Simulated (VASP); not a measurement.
# Pd (Fm-3m) in VASP: further runs, part 2 of 2

VASP 6.6.1.

### Step 3. Single point, r2SCAN

POSCAR

```
Pd
1.0
    0.0000000000      1.9558504376      1.9558504376
    1.9558504376      0.0000000000      1.9558504376
    1.9558504376      1.9558504376      0.0000000000
Pd
1
Direct
    0.0000000000      0.0000000000      0.0000000000
```

INCAR.step1

```
PREC     = Accurate       # precision mode
ENCUT    = 520            # plane-wave cutoff, eV
ISMEAR   = 1              # smearing method
SIGMA    = 0.3            # smearing width, eV
LREAL    = F              # projectors in reciprocal space
LASPH    = T              # aspherical terms in the spheres
NELM     = 100            # most SCF steps
NBANDS   = 11             # bands
GGA      = PE             # functional
ALGO     = Normal         # electronic algorithm
EDIFF    = 1E-4           # SCF threshold, eV
LWAVE    = T              # write WAVECAR
LCHARG   = F              # write CHGCAR
```

INCAR.step2

```
PREC     = Accurate       # precision mode
ENCUT    = 520            # plane-wave cutoff, eV
EDIFF    = 1E-6           # SCF threshold, eV
ISMEAR   = 1              # smearing method
SIGMA    = 0.3            # smearing width, eV
LREAL    = F              # projectors in reciprocal space
LASPH    = T              # aspherical terms in the spheres
NELM     = 100            # most SCF steps
ALGO     = Normal         # electronic algorithm
ISIF     = 2              # what is computed and relaxed
LWAVE    = F              # write WAVECAR
LCHARG   = T              # write CHGCAR
METAGGA  = R2SCAN         # meta-GGA
LMIXTAU  = T            
LELF     = T              # ELF
LVHAR    = T            
NBANDS   = 11             # bands
ISTART   = 1
```

KPOINTS

```
regular mesh
0
Gamma
  14 14 14
```

Potentials or basis: VASP PAW PBE potentials, release 64 (Pd).

Command:

```console
$ cat potpaw_PBE.64/Pd/POTCAR > POTCAR
$ cp INCAR.step1 INCAR
$ mpirun -np 1 vasp_std > vasp.out
$ cp INCAR.step2 INCAR
$ mpirun -np 1 vasp_std > vasp.out
```

OUTCAR:

```text
PREC = Accurate
   ENCUT = 520
   EDIFF = 1E-6
   ISMEAR = 1
   LREAL = F
   LASPH = T
   NELM = 100
   ISIF = 2
   METAGGA = R2SCAN
   ISTART = 1

 ion  position               nearest neighbor table
   1  0.000  0.000  0.000-

  LATTYP: Found a face centered cubic cell.
 ALAT       =     3.9117008752

  Lattice vectors:

 A1 = (   0.0000000000,   1.9558504376,   1.9558504376)
 A2 = (   1.9558504376,   0.0000000000,   1.9558504376)
 A3 = (   1.9558504376,   1.9558504376,   0.0000000000)

Analysis of symmetry for initial positions (statically):
=====================================================================
 Subroutine PRICEL returns:
 Original cell was already a primitive cell.

 Routine SETGRP: Setting up the symmetry group for a
 face centered cubic supercell.

 Subroutine GETGRP returns: Found 48 space group operations
 (whereof 48 operations were pure point group operations)
 out of a pool of 48 trial point group operations.

The static configuration has the point symmetry O_h .

Analysis of symmetry for dynamics (positions and initial velocities):
=====================================================================
 Subroutine PRICEL returns:
 Original cell was already a primitive cell.

 Routine SETGRP: Setting up the symmetry group for a
 face centered cubic supercell.

 Subroutine GETGRP returns: Found 48 space group operations
 (whereof 48 operations were pure point group operations)
 out of a pool of 48 trial point group operations.

The dynamic configuration has the point symmetry O_h .

 Subroutine INISYM returns: Found 48 space group operations
 (whereof 48 operations are pure point group operations),
 and found     1 'primitive' translations

----------------------------------------------------------------------------------------

                                     Primitive cell

  volume of cell :      14.9636

  direct lattice vectors                    reciprocal lattice vectors
     0.000000000  1.955850438  1.955850438    -0.255643269  0.255643269  0.255643269
     1.955850438  0.000000000  1.955850438     0.255643269 -0.255643269  0.255643269
     1.955850438  1.955850438  0.000000000     0.255643269  0.255643269 -0.255643269

  length of vectors
     2.765990215  2.765990215  2.765990215     0.442787131  0.442787131  0.442787131

  position of ions in fractional coordinates (direct lattice)
     0.000000000  0.000000000  0.000000000

  ion indices of the primitive-cell ions
   primitive index   ion index
                 1           1

----------------------------------------------------------------------------------------

 KPOINTS: regular mesh

Automatic generation of k-mesh.
 Grid dimensions read from file:
 generate k-points for:   14   14   14

 Generating k-lattice:

  Cartesian coordinates                     Fractional coordinates (reciprocal lattice)
    -0.018260234  0.018260234  0.018260234     0.071428571  0.000000000  0.000000000
     0.018260234 -0.018260234  0.018260234     0.000000000  0.071428571  0.000000000
     0.018260234  0.018260234 -0.018260234     0.000000000  0.000000000  0.071428571

  Length of vectors
     0.031627652  0.031627652  0.031627652

  Shift w.r.t. Gamma in fractional coordinates (k-lattice)
     0.000000000  0.000000000  0.000000000

 Subroutine IBZKPT returns following result:
 ===========================================

 Found    104 irreducible k-points:

 Following reciprocal coordinates:
            Coordinates               Weight
  0.000000  0.000000  0.000000      1.000000
  0.071429  0.000000  0.000000      8.000000
  0.142857  0.000000  0.000000      8.000000
  0.214286  0.000000  0.000000      8.000000
  0.285714  0.000000  0.000000      8.000000
  0.357143  0.000000  0.000000      8.000000
[... 16 lines left out ...]
  0.214286  0.142857  0.000000     24.000000
  0.285714  0.142857  0.000000     24.000000
 [... further k-points ...]
   k-points           NKPTS =    104   k-points in BZ     NKDIM =    104   number of bands    NBANDS=     11
   number of dos      NEDOS =    301   number of ions     NIONS =      1
   total plane-waves  NPLWV =  13824
   dimension x,y,z NGX =    24 NGY =   24 NGZ =   24
   dimension x,y,z NGXF=    48 NGYF=   48 NGZF=   48
   ions per type =               1
   NGX,Y,Z   is equivalent  to a cutoff of  14.42, 14.42, 14.42 a.u.
   NGXF,Y,Z  is equivalent  to a cutoff of  28.85, 28.85, 28.85 a.u.
 SYSTEM =  unknown system
   PREC   = accura    normal or accurate (medium, high low for compatibility)
   ISTART =      1    job   : 0-new  1-cont  2-samecut
   ICHARG =      0    charge: 1-file 2-atom 10-const
   ISPIN  =      1    spin polarized calculation?
   LNONCOLLINEAR =      F non collinear calculations
   LSORBIT =      F    spin-orbit coupling
   LASPH  =      T    aspherical Exc in radial PAW
   ENCUT  =  520.0 eV  38.22 Ry    6.18 a.u.   5.14  5.14  5.14*2*pi/ulx,y,z
   NELM   =    100;   NELMIN=  2; NELMDL=  0     # of ELM steps
   EDIFF  = 0.1E-05   stopping-criterion for ELM
   LREAL  =      F    real-space projection
   EDIFFG = 0.1E-04   stopping-criterion for IOM
   NSW    =      0    number of steps for IOM
   IBRION =     -1    ionic relax: 0-MD 1-quasi-New 2-CG
   NFREE  =      0    steps in history (QN), initial steepest desc. (CG)
   ISIF   =      2    stress and relaxation
   ISYM   =      2    0-nonsym 1-usesym 2-fastsym
   POTIM  = 0.5000    time-step for ionic-motion
   TEBEG  =    0.0;   TEEND  =   0.0 temperature during run
   PSTRESS=    0.0 pullay stress
   NELECT =      10.0000    total number of electrons
   NUPDOWN=      -1.0000    fix difference up-down
   EMIN   =  10.00;   EMAX   =-10.00  energy-range for DOS
   EFERMI =   0.00;   METHOD = LEGACY
   ISMEAR =     1;   SIGMA  =   0.30  broadening in eV -4-tet -1-fermi 0-gaus
   EFERMI_NEDOS =   21; number of points for ismear=-14 and -15
   IALGO  =     38    algorithm
   IMIX   =      4    mixing-type and parameters
     AMIX     =   0.40;   BMIX     =  1.00
     AMIX_MAG =   1.60;   BMIX_MAG =  1.00
  volume/ion in A,a.u.               =      14.96       100.98
  Fermi-wavevector in a.u.,A,eV,Ry     =   1.431295  2.704756 27.872973  2.048606
  Thomas-Fermi vector in A             =   2.551047
   LORBIT       =      0    0 simple, 1 ext, 2 COOP (PROOUT), +10 PAW based schemes
   METAGGA = R2SCAN    functional components
   LHFCALC =     F    Hartree Fock is set to
   AEXX    =    0.0000 exact exchange contribution
   IVDW    =     0    specifies the selected vdW correction
   LEPSILON=     F    determine dielectric tensor
   LRPA    =     F    only Hartree local field effects (RPA)
 non-spin polarized calculation
 Methfessel and Paxton  Order N= 1 SIGMA  =   0.30
  energy-cutoff  :      520.00
  volume of cell :       14.96
 maximum number of plane-waves:       415
 NGX is ok and might be reduce to    24
   NGX = 11   NGY = 11   NGZ = 11

 number of electron       9.9999999 magnetization

 Free energy of the ion-electron system (eV)
  ---------------------------------------------------
  ext. energy  EPLUGINS =         0.00000000
  ---------------------------------------------------
  free energy    TOTEN  =       -22.94343074 eV

  energy without entropy =      -22.92383440  energy(sigma->0) =      -22.93689863

 E-fermi :   9.3852     XC(G=0): -14.0243

 val. band max:        9.3806309477   @ k =   0.3571   0.2857   0.0714
 cond. band min:       9.3946070264   @ k =   0.3571   0.1429   0.0000
 fundamental gap:      0.0139760787
 Fermi energy:         9.3852381359

 k-point     1 :       0.0000    0.0000    0.0000
  band No.  band energies     occupation
      1       2.2947      2.00000
      2       6.5226      2.00000
      3       6.5226      2.00000
      4       6.5226      2.00000
      5       8.0959      2.00000
      6       8.0959      2.00000
      7      27.3848      0.00000
      8      31.8863      0.00000
      9      32.2856      0.00000
     10      32.2856      0.00000
     11      32.2856      0.00000

 k-point     2 :       0.0714    0.0000    0.0000
  band No.  band energies     occupation
      1       2.4838      2.00000
      2       6.4581      2.00000
      3       6.5870      2.00000
      4       6.5870      2.00000
      5       8.0665      2.00000
      6       8.0665      2.00000
      7      27.5692      0.00000
      8      31.0640      0.00000
      9      31.9134      0.00000
     10      32.4920      0.00000
     11      32.4920      0.00000
[... 295 lines left out ...]
 k-point    24 :       0.2857    0.1429    0.0000
  band No.  band energies     occupation
      1       4.4051      2.00000
      2       5.7677      2.00000
      3       6.8117      2.00000
      4       7.2455      2.00000
      5       8.3191      2.00001
      6       8.6830      2.00458
      7      25.3591      0.00000
      8      28.7947      0.00000
      9      29.9338      0.00000
     10      31.7138      0.00000
     11      32.0936      0.00000

 [... further k-points ...]
[... 5 lines left out ...]
  --------------------------------------------------------------------------------------
  -------------------------------------------------------------------------------------
  Total        0.0399406      0.0399406      0.0399406      0.0000000      0.0000000      0.0000000
  in kB        4.2764957      4.2764957      4.2764957      0.0000000      0.0000000      0.0000000
  external PRESSURE =       4.2764957 kB  Pullay stress =       0.0000000 kB

 VOLUME and BASIS-vectors are now :
 -----------------------------------------------------------------------------
  energy-cutoff  :      520.00
  volume of cell :       14.96
      direct lattice vectors                 reciprocal lattice vectors
     0.000000000  1.955850438  1.955850438    -0.255643269  0.255643269  0.255643269
     1.955850438  0.000000000  1.955850438     0.255643269 -0.255643269  0.255643269
     1.955850438  1.955850438  0.000000000     0.255643269  0.255643269 -0.255643269

 POSITION                                       TOTAL-FORCE (eV/Angst)
 -----------------------------------------------------------------------------------
      0.00000      0.00000      0.00000        -0.000000     -0.000000     -0.000000
 -----------------------------------------------------------------------------------
    total drift:                               -0.000000      0.000000      0.000000

  FREE ENERGIE OF THE ION-ELECTRON SYSTEM (eV)
  ---------------------------------------------------
  free  energy   TOTEN  =       -22.9434307420 eV

  energy  without entropy=      -22.9238344004  energy(sigma->0) =      -22.93689863
```

Run time: 30 s. Hardware: 1 thread of Intel Xeon Platinum 8559C (Emerald Rapids), shared host; peak memory 0.15 GiB.

What came out:

```
Free energy            : -22.9434 eV
Pressure               : 0.4 GPa
Band gap on the k mesh : zero (band 5 reaches 9.68 eV, above the bottom of band 6 at 8.03 eV)
```

Levels at points of the mesh, in eV from the Fermi level:
| k point | band 3 | band 4 | band 5 | band 6 | band 7 | band 8 |
| --- | --- | --- | --- | --- | --- | --- |
| (0.00, 0.00, 0.00) | -2.86 | -2.86 | -1.29 | -1.29 | 18.00 | 22.50 |
| (0.50, 0.00, 0.00) | -2.93 | -0.05 | -0.05 | 1.30 | 7.58 | 17.39 |
| (0.50, 0.50, 0.00) | -0.11 | 0.29 | 0.29 | 3.64 | 11.14 | 13.83 |

Caveat: the PAW data sets were made with another functional, which shifts forces and pressure a little.

### Step 4. Single point, r2SCAN

POSCAR is that of step 3.

INCAR.step1

```
PREC = Accurate ; ENCUT = 520
ISMEAR = 1 ; SIGMA = 0.6
LREAL = False ; LASPH = True
NELM = 60 ; NBANDS = 11
GGA = PE ; ALGO = Normal
EDIFF = 1E-4 ; LWAVE = True
LCHARG = False
```

INCAR.step2

```
PREC = Accurate ; ENCUT = 520
EDIFF = 1E-7 ; ISMEAR = 1
SIGMA = 0.6 ; LREAL = False
LASPH = True ; NELM = 60
ALGO = Normal ; ISIF = 2
LWAVE = False ; LCHARG = False
METAGGA = R2SCAN ; LMIXTAU = True
NBANDS = 11 ; ISTART = 1
```

KPOINTS

```
Automatic mesh
0
Gamma
  14 14 14
```

Potentials or basis: VASP PAW PBE potentials, release 64 (Pd).

Command:

```console
$ cat potpaw_PBE.64/Pd/POTCAR > POTCAR
$ cp INCAR.step1 INCAR
$ mpirun -np 1 vasp_std > vasp.out
$ cp INCAR.step2 INCAR
$ mpirun -np 1 vasp_std > vasp.out
```

OUTCAR:

```text
PREC = Accurate
   ENCUT = 520
   EDIFF = 1E-7
   ISMEAR = 1
   LREAL = False
   LASPH = True
   NELM = 60
   ISIF = 2
   METAGGA = R2SCAN
   ISTART = 1

 ion  position               nearest neighbor table
   1  0.000  0.000  0.000-

  LATTYP: Found a face centered cubic cell.
 ALAT       =     3.9117008752

  Lattice vectors:

 A1 = (   0.0000000000,   1.9558504376,   1.9558504376)
 A2 = (   1.9558504376,   0.0000000000,   1.9558504376)
 A3 = (   1.9558504376,   1.9558504376,   0.0000000000)

Analysis of symmetry for initial positions (statically):
[... 505 lines left out ...]
      3       6.8071      2.00000
      4       7.2405      2.00000
      5       8.3145      2.02661
      6       8.6779      2.07092
      7      25.3574      0.00000
      8      28.7942      0.00000
      9      29.9325      0.00000
     10      31.7018      0.00000
     11      32.0841      0.00000

 [... further k-points ...]
[... 5 lines left out ...]
  --------------------------------------------------------------------------------------
  -------------------------------------------------------------------------------------
  Total        0.0424272      0.0424272      0.0424272      0.0000000      0.0000000      0.0000000
  in kB        4.5427371      4.5427371      4.5427371      0.0000000      0.0000000      0.0000000
  external PRESSURE =       4.5427371 kB  Pullay stress =       0.0000000 kB

 VOLUME and BASIS-vectors are now :
 -----------------------------------------------------------------------------
  energy-cutoff  :      520.00
  volume of cell :       14.96
      direct lattice vectors                 reciprocal lattice vectors
     0.000000000  1.955850438  1.955850438    -0.255643269  0.255643269  0.255643269
     1.955850438  0.000000000  1.955850438     0.255643269 -0.255643269  0.255643269
     1.955850438  1.955850438  0.000000000     0.255643269  0.255643269 -0.255643269

 POSITION                                       TOTAL-FORCE (eV/Angst)
 -----------------------------------------------------------------------------------
      0.00000      0.00000      0.00000         0.000000      0.000000      0.000000
 -----------------------------------------------------------------------------------
    total drift:                               -0.000000     -0.000000     -0.000000

  FREE ENERGIE OF THE ION-ELECTRON SYSTEM (eV)
  ---------------------------------------------------
  free  energy   TOTEN  =       -22.9665823900 eV

  energy  without entropy=      -22.9194688435  energy(sigma->0) =      -22.95087787
```

OUTCAR.step1:

```text
PREC = Accurate
   ENCUT = 520
   ISMEAR = 1
   LREAL = False
   LASPH = True
   NELM = 60
[... 553 lines left out ...]

 POSITION                                       TOTAL-FORCE (eV/Angst)
 -----------------------------------------------------------------------------------
      0.00000      0.00000      0.00000         0.000000     -0.000000     -0.000000
 -----------------------------------------------------------------------------------
    total drift:                                0.000000     -0.000000     -0.000000

  FREE ENERGIE OF THE ION-ELECTRON SYSTEM (eV)
  ---------------------------------------------------
  free  energy   TOTEN  =        -5.2355569896 eV

  energy  without entropy=       -5.1876879304  energy(sigma->0) =       -5.21960064
```

OSZICAR.step1:

```text
N       E                     dE             d eps       ncg     rms          rms(c)
DAV:   1     0.412833977159E+02    0.41283E+02   -0.51511E+03  2304   0.851E+02
DAV:   2    -0.495753340378E+01   -0.46241E+02   -0.44679E+02  2545   0.181E+02
DAV:   3    -0.551329965792E+01   -0.55577E+00   -0.55310E+00  2786   0.210E+01
DAV:   4    -0.551573496032E+01   -0.24353E-02   -0.24349E-02  2795   0.145E+00
DAV:   5    -0.551576118125E+01   -0.26221E-04   -0.26223E-04  3015   0.137E-01    0.748E+00
DAV:   6    -0.524830061616E+01    0.26746E+00   -0.11090E+00  2801   0.859E+00    0.367E+00
DAV:   7    -0.523912898730E+01    0.91716E-02   -0.16854E-02  2974   0.861E-01    0.195E+00
DAV:   8    -0.523556996000E+01    0.35590E-02   -0.11276E-03  2826   0.278E-01    0.748E-02
DAV:   9    -0.523555698956E+01    0.12970E-04   -0.87818E-05  1979   0.799E-02
   1 F= -.52355570E+01 E0= -.52196006E+01  d E =-.478691E-01
```

It took 35 s on 1 thread of Intel Xeon Platinum 8559C (Emerald Rapids), shared host; peak memory 0.15 GiB.

What came out:

* Free energy: -22.9666 eV
* Pressure: 0.5 GPa
* Band gap on the k mesh: zero (band 5 reaches 9.67 eV, above the bottom of band 6 at 8.02 eV)

Caveat: the PAW data sets were made with another functional, which shifts forces and pressure a little.

### Step 5. The runs side by side

| smearing | gap on the mesh (eV) | pressure (GPa) |
| --- | --- | --- |
| methfessel-paxton 0.2 eV | none | 0.4 |
| methfessel-paxton 0.3 eV | none | 0.4 |
| methfessel-paxton 0.6 eV | none | 0.5 |

Alike in all rows: task single point; level r2SCAN; potentials or basis VASP PAW PBE potentials, release 64 (Pd); no spin polarisation; cell as given; k mesh 14 × 14 × 14; cutoff (eV) 520.

Every run on the cell as given and a fine mesh finds a metal.

Caveats: the PAW data sets were made with another functional, which shifts forces and pressure a little.

Total energies depend on the potentials used, so only differences within one code and one set of settings carry meaning.
